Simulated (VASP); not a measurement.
# Mg2CdS3 (P1) in VASP: single point with PBEsol

Aim: the single point of Mg2CdS3 with PBEsol.

Program: VASP 6.6.1. These are calculated values, not measurements. Logs are shortened: lines on timing, memory, paths and dates and some standing lists are left out, and cuts for length are marked.

## (1) The cell of the first run

The typed cell holds 6 atoms: a = 6.988 Å, b = 6.988 Å, c = 6.982 Å, α = 146.36°, β = 60.03°, γ = 131.87°.

## (2) Single point, PBEsol

File INCAR:

```
  PREC = Accurate
  ENCUT = 520
  EDIFF = 1E-6
  ISMEAR = -1
  SIGMA = 0.05
  LREAL = False
  LASPH = True
  NELM = 80
  ALGO = Normal
  ISIF = 2
  LWAVE = False
  LCHARG = False
  GGA = PS
  NBANDS = 26
```

File KPOINTS:

```
regular mesh
0
Gamma
  6 6 6
```

File POSCAR:

```
Mg2CdS3
1.0
   -2.0269140630      6.0502597607      2.8499225576
    2.0262828905     -6.0501544607      2.8491765779
    2.0162655644      6.0465524979     -2.8495661642
Mg Cd S
2 1 3
Direct
    0.4302298666      0.2687948416      0.1680718066
    0.0949294656      0.2684971120      0.8325157414
    0.7597811503      0.2658076066      0.5002824611
    0.3342912926      0.0109329041      0.3295477541
    0.6756497022      0.0112795214      0.6711876863
    0.0236955718      0.0297433255      0.0003166185
```

Potentials or basis: VASP PAW PBE potentials, release 64 (Mg, Cd, S).

Started as:

```sh
$ cat potpaw_PBE.64/Mg/POTCAR potpaw_PBE.64/Cd/POTCAR potpaw_PBE.64/S/POTCAR > POTCAR
$ mpirun -np 1 vasp_std > vasp.out
```

OUTCAR:

```text
PREC = Accurate
   ENCUT = 520
   EDIFF = 1E-6
   ISMEAR = -1
   LREAL = False
   LASPH = True
   NELM = 80
   ISIF = 2
   GGA = PS

 ion  position               nearest neighbor table
   1  0.430  0.269  0.168-   6 2.44   4 2.45   5 2.45   5 2.45
   2  0.095  0.268  0.833-   6 2.44   5 2.45   4 2.45   4 2.45
   3  0.760  0.266  0.500-   6 2.52   6 2.52   5 2.52   4 2.52
   4  0.334  0.011  0.330-   1 2.45   2 2.45   2 2.45   3 2.52
   5  0.676  0.011  0.671-   2 2.45   1 2.45   1 2.45   3 2.52
   6  0.024  0.030  0.000-   1 2.44   2 2.44   3 2.52   3 2.52

  LATTYP: Found a triclinic cell.
 ALAT       =    10.6631464791
 B/A-ratio  =     0.5344669308
 C/A-ratio  =     1.1344509779
 COS(alpha) =     0.0000480358
 COS(beta)  =     0.5669282392
 COS(gamma) =     0.8016883790

  Lattice vectors:

 A1 = (  -2.0150032194,  -6.0467630979,  -8.5486321068)
 A2 = (   0.0006311725,  -0.0001053000,  -5.6990991355)
 A3 = (   0.0106484986, -12.0968122586,  -0.0003563934)

Analysis of symmetry for initial positions (statically):
=====================================================================
 Subroutine PRICEL returns:
 Original cell was already a primitive cell.

 Routine SETGRP: Setting up the symmetry group for a
 triclinic supercell.

 Subroutine GETGRP returns: Found  1 space group operations
 (whereof  1 operations were pure point group operations)
 out of a pool of  2 trial point group operations.

The static configuration has the point symmetry C_1 .

Analysis of symmetry for dynamics (positions and initial velocities):
=====================================================================
 Subroutine PRICEL returns:
 Original cell was already a primitive cell.

 Routine SETGRP: Setting up the symmetry group for a
 triclinic supercell.

 Subroutine GETGRP returns: Found  1 space group operations
 (whereof  1 operations were pure point group operations)
 out of a pool of  2 trial point group operations.

The dynamic configuration has the point symmetry C_1 .

 Subroutine INISYM returns: Found  1 space group operations
 (whereof  1 operations are pure point group operations),
 and found     1 'primitive' translations

----------------------------------------------------------------------------------------

                                     Primitive cell

  volume of cell :     139.3484

  direct lattice vectors                    reciprocal lattice vectors
    -2.026914063  6.050259761  2.849922558     0.000090562  0.082661317  0.175464811
     2.026282891 -6.050154461  2.849176578     0.247385813  0.000212597  0.175493722
     2.016265564  6.046552498 -2.849566164     0.247442564  0.082884223  0.000025873

  length of vectors
     6.988281790  6.987703380  6.981844402     0.193960824  0.303311444  0.260955202

  position of ions in fractional coordinates (direct lattice)
     0.430229867  0.268794842  0.168071807
     0.094929466  0.268497112  0.832515741
     0.759781150  0.265807607  0.500282461
     0.334291293  0.010932904  0.329547754
     0.675649702  0.011279521  0.671187686
     0.023695572  0.029743326  0.000316619

  ion indices of the primitive-cell ions
   primitive index   ion index
                 1           1
                 2           2
                 3           3
                 4           4
                 5           5
                 6           6

----------------------------------------------------------------------------------------

 KPOINTS: regular mesh

Automatic generation of k-mesh.
 Grid dimensions read from file:
 generate k-points for:    6    6    6

 Generating k-lattice:

  Cartesian coordinates                     Fractional coordinates (reciprocal lattice)
     0.000015094  0.013776886  0.029244135     0.166666667  0.000000000 -0.000000000
     0.041230969  0.000035433  0.029248954     0.000000000  0.166666667  0.000000000
     0.041240427  0.013814037  0.000004312    -0.000000000 -0.000000000  0.166666667

  Length of vectors
     0.032326804  0.050551907  0.043492534

  Shift w.r.t. Gamma in fractional coordinates (k-lattice)
     0.000000000  0.000000000  0.000000000

 Subroutine IBZKPT returns following result:
 ===========================================

 Found    112 irreducible k-points:

 Following reciprocal coordinates:
            Coordinates               Weight
  0.000000  0.000000  0.000000      1.000000
  0.166667  0.000000 -0.000000      2.000000
  0.333333 -0.000000 -0.000000      2.000000
  0.500000  0.000000 -0.000000      1.000000
  0.000000  0.166667  0.000000      2.000000
  0.166667  0.166667  0.000000      2.000000
[... 16 lines left out ...]
  0.333333  0.000000  0.166667      2.000000
  0.500000  0.000000  0.166667      2.000000
 [... further k-points ...]
   k-points           NKPTS =    112   k-points in BZ     NKDIM =    112   number of bands    NBANDS=     26
   number of dos      NEDOS =    301   number of ions     NIONS =      6
   total plane-waves  NPLWV = 157464
   dimension x,y,z NGX =    54 NGY =   54 NGZ =   54
   dimension x,y,z NGXF=   108 NGYF=  108 NGZF=  108
   ions per type =               2   1   3
   NGX,Y,Z   is equivalent  to a cutoff of  12.85, 12.85, 12.86 a.u.
   NGXF,Y,Z  is equivalent  to a cutoff of  25.69, 25.69, 25.72 a.u.
 SYSTEM =  unknown system
   PREC   = accura    normal or accurate (medium, high low for compatibility)
   ISTART =      0    job   : 0-new  1-cont  2-samecut
   ICHARG =      2    charge: 1-file 2-atom 10-const
   ISPIN  =      1    spin polarized calculation?
   LNONCOLLINEAR =      F non collinear calculations
   LSORBIT =      F    spin-orbit coupling
   LASPH  =      T    aspherical Exc in radial PAW
   ENCUT  =  520.0 eV  38.22 Ry    6.18 a.u.  12.99 12.99 12.98*2*pi/ulx,y,z
   NELM   =     80;   NELMIN=  2; NELMDL= -5     # of ELM steps
   EDIFF  = 0.1E-05   stopping-criterion for ELM
   LREAL  =      F    real-space projection
   EDIFFG = 0.1E-04   stopping-criterion for IOM
   NSW    =      0    number of steps for IOM
   IBRION =     -1    ionic relax: 0-MD 1-quasi-New 2-CG
   NFREE  =      0    steps in history (QN), initial steepest desc. (CG)
   ISIF   =      2    stress and relaxation
   ISYM   =      2    0-nonsym 1-usesym 2-fastsym
   POTIM  = 0.5000    time-step for ionic-motion
   TEBEG  =    0.0;   TEEND  =   0.0 temperature during run
   PSTRESS=    0.0 pullay stress
   NELECT =      34.0000    total number of electrons
   NUPDOWN=      -1.0000    fix difference up-down
   EMIN   =  10.00;   EMAX   =-10.00  energy-range for DOS
   EFERMI =   0.00;   METHOD = LEGACY
   ISMEAR =    -1;   SIGMA  =   0.05  broadening in eV -4-tet -1-fermi 0-gaus
   EFERMI_NEDOS =   21; number of points for ismear=-14 and -15
   IALGO  =     38    algorithm
   IMIX   =      4    mixing-type and parameters
     AMIX     =   0.40;   BMIX     =  1.00
     AMIX_MAG =   1.60;   BMIX_MAG =  1.00
  volume/ion in A,a.u.               =      23.22       156.73
  Fermi-wavevector in a.u.,A,eV,Ry     =   1.022980  1.933152 14.238333  1.046488
  Thomas-Fermi vector in A             =   2.156689
   LORBIT       =      0    0 simple, 1 ext, 2 COOP (PROOUT), +10 PAW based schemes
   GGA     = PS    functional components
   LHFCALC =     F    Hartree Fock is set to
   AEXX    =    0.0000 exact exchange contribution
   IVDW    =     0    specifies the selected vdW correction
   LEPSILON=     F    determine dielectric tensor
   LRPA    =     F    only Hartree local field effects (RPA)
 non-spin polarized calculation
  energy-cutoff  :      520.00
  volume of cell :      139.35
 maximum number of plane-waves:      3799
 NGX is ok and might be reduce to    54
   NGX = 25   NGY = 25   NGZ = 25

 number of electron      34.0000000 magnetization

 Free energy of the ion-electron system (eV)
  ---------------------------------------------------
  ext. energy  EPLUGINS =         0.00000000
  ---------------------------------------------------
  free energy    TOTEN  =       -24.65243197 eV

  energy without entropy =      -24.65243197  energy(sigma->0) =      -24.65243197

 E-fermi :   2.2196     XC(G=0):  -8.8930

 val. band max:        1.1813884819   @ k =   0.0000   0.0000   0.0000
 cond. band min:       3.5916126516   @ k =   0.0000   0.0000   0.0000
 fundamental gap:      2.4102241697
 Fermi energy:         2.2196321522

 k-point     1 :       0.0000    0.0000    0.0000
  band No.  band energies     occupation
      1     -10.5601      2.00000
      2      -9.8533      2.00000
      3      -9.7544      2.00000
      4      -5.9270      2.00000
      5      -5.7816      2.00000
      6      -5.6770      2.00000
[... 18 lines left out ...]
     25       8.5955      0.00000
     26       9.4174      0.00000

 k-point     2 :       0.1667    0.0000   -0.0000
  band No.  band energies     occupation
      1     -10.5013      2.00000
      2      -9.8856      2.00000
      3      -9.7857      2.00000
      4      -5.9289      2.00000
      5      -5.7827      2.00000
      6      -5.6859      2.00000
[... 18 lines left out ...]
     25       8.7161      0.00000
     26       9.3642      0.00000

 k-point     3 :       0.3333   -0.0000   -0.0000
  band No.  band energies     occupation
      1     -10.3440      2.00000
      2      -9.9545      2.00000
      3      -9.8844      2.00000
      4      -5.9326      2.00000
      5      -5.7964      2.00000
      6      -5.7121      2.00000
[... 18 lines left out ...]
     25       8.8160      0.00000
     26       9.0477      0.00000

 k-point     4 :       0.5000    0.0000   -0.0000
  band No.  band energies     occupation
      1     -10.1850      2.00000
      2     -10.0659      2.00000
      3      -9.9375      2.00000
      4      -5.9345      2.00000
      5      -5.8147      2.00000
      6      -5.7214      2.00000
[... 18 lines left out ...]
     25       8.5748      0.00000
     26       8.9848      0.00000
[... 496 lines left out ...]
      1     -10.3841      2.00000
      2      -9.8853      2.00000
      3      -9.7667      2.00000
      4      -5.9091      2.00000
      5      -5.7339      2.00000
      6      -5.7008      2.00000
[... 18 lines left out ...]
     25       8.8703      0.00000
     26       8.9445      0.00000

 k-point    23 :       0.3333    0.0000    0.1667
  band No.  band energies     occupation
      1     -10.2352      2.00000
      2      -9.9437      2.00000
      3      -9.8622      2.00000
      4      -5.9075      2.00000
      5      -5.7380      2.00000
      6      -5.7165      2.00000
[... 18 lines left out ...]
     25       8.5831      0.00000
     26       9.1055      0.00000

 k-point    24 :       0.5000    0.0000    0.1667
  band No.  band energies     occupation
      1     -10.1427      2.00000
      2     -10.0013      2.00000
      3      -9.8971      2.00000
      4      -5.9060      2.00000
      5      -5.7419      2.00000
      6      -5.7077      2.00000
[... 18 lines left out ...]
     25       8.4218      0.00000
     26       8.9982      0.00000

 [... further k-points ...]
[... 5 lines left out ...]
  --------------------------------------------------------------------------------------
  -------------------------------------------------------------------------------------
  Total        0.0874750      0.0798626      0.0588291      0.0151433     -0.0015709      0.0053123
  in kB        1.0057561      0.9182310      0.6763950      0.1741124     -0.0180616      0.0610789
  external PRESSURE =       0.8667940 kB  Pullay stress =       0.0000000 kB

 VOLUME and BASIS-vectors are now :
 -----------------------------------------------------------------------------
  energy-cutoff  :      520.00
  volume of cell :      139.35
      direct lattice vectors                 reciprocal lattice vectors
    -2.026914063  6.050259761  2.849922558     0.000090562  0.082661317  0.175464811
     2.026282891 -6.050154461  2.849176578     0.247385813  0.000212597  0.175493722
     2.016265564  6.046552498 -2.849566164     0.247442564  0.082884223  0.000025873

 POSITION                                       TOTAL-FORCE (eV/Angst)
 -----------------------------------------------------------------------------------
      0.01149      1.99301      1.51303        -0.000123      0.001637      0.001674
      2.03021      3.98375     -1.33677         0.000788     -0.000151      0.001753
      0.00729      6.01368      1.49706        -0.000832     -0.001712     -0.004815
      0.00903      3.94903      0.04479         0.000399     -0.030019     -0.024530
      0.00666      8.07798      0.04509        -0.001457      0.031621     -0.026771
      0.01288     -0.03467      0.15137         0.001224     -0.001376      0.052690
 -----------------------------------------------------------------------------------
    total drift:                               -0.000006     -0.000039      0.000029

  FREE ENERGIE OF THE ION-ELECTRON SYSTEM (eV)
  ---------------------------------------------------
  free  energy   TOTEN  =       -24.6524319720 eV

  energy  without entropy=      -24.6524319719  energy(sigma->0) =      -24.65243197
```

Run time: 10 min. Hardware: 1 thread of Intel Xeon Platinum 8375C at 2.90GHz (Ice Lake), shared host; peak memory 0.67 GiB.

Results:

```yaml
Free_energy: -24.6524 eV
Pressure: 0.1 GPa
Largest_force: 0.053 eV/Å
Band_gap_on_the_k_mesh: 2.41 eV
```

Forces on the atoms (eV/Å):
```
Mg   0.000  0.002  0.002
Mg   0.001  0.000  0.002
Cd  -0.001 -0.002 -0.005
S    0.000 -0.030 -0.025
S   -0.001  0.032 -0.027
S    0.001 -0.001  0.053
```

Levels at points of the mesh, in eV from the valence-band top:
| k point | band 15 | band 16 | band 17 | band 18 | band 19 | band 20 |
| --- | --- | --- | --- | --- | --- | --- |
| (0.00, 0.00, 0.00) | -0.10 | -0.06 | 0.00 | 2.41 | 4.77 | 5.07 |
| (0.50, 0.00, 0.00) | -0.69 | -0.48 | -0.30 | 3.88 | 4.81 | 4.92 |
| (0.00, 0.50, 0.00) | -1.22 | -0.53 | -0.51 | 4.03 | 5.49 | 5.53 |
| (0.50, 0.50, 0.00) | -1.39 | -1.04 | -0.92 | 3.55 | 4.53 | 5.27 |
| (0.00, 0.00, 0.50) | -1.38 | -1.04 | -0.92 | 3.55 | 4.54 | 5.26 |
| (0.50, 0.00, 0.50) | -1.22 | -0.53 | -0.51 | 4.03 | 5.49 | 5.53 |
| (0.00, 0.50, 0.50) | -0.69 | -0.48 | -0.30 | 3.88 | 4.81 | 4.92 |
| (0.50, 0.50, 0.50) | -0.83 | -0.50 | -0.03 | 3.57 | 4.03 | 4.88 |

Caveat: the PAW data sets were made with another functional, which shifts forces and pressure a little. A k mesh can miss the band edges.
